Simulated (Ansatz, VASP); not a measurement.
# One calculation of Li, two programs

```
Li
1.0
     0.00000   -2.09548   -2.09548
     0.00000    2.09548   -2.09548
     4.19096    0.00000    0.00000
Li
2
Direct
  0.65211 0.44930 0.50000
  0.84789 0.05070 0.00000
```

Change from the starting cell: mode 4 frozen in at -0.425 Å and mode 5 at -0.212 Å (largest displacements).

Alike in both runs: task single point; functional PBEsol; dispersion D3(BJ); k mesh 16 × 16 × 10; occupations gaussian, width 0.15 eV; no spin polarisation.

```csv
,VASP,Ansatz
version,VASP 6.6.1,Ansatz 0.2.0
potentials or method,"VASP PAW PBE potentials, release 64 (Li_sv), cutoff 520 eV","scalar-relativistic, plane waves, PAW"
valence electrons in the cell,6,6
```

```csv
,VASP,Ansatz,Ansatz less VASP
gap on the k mesh at the Fermi level (eV),none,none,-
rms of the force components (eV/Å),0.293,0.293,-0.0001
```

VASP's potentials were made for PBE, not for PBEsol. Atom by atom the forces differ by 0.000 eV/Å (rms over components). A gap of «none» marks a metal or a gap that the smearing closes.

Noted on VASP's run: the cutoff is short for stress, so the pressure is rough.
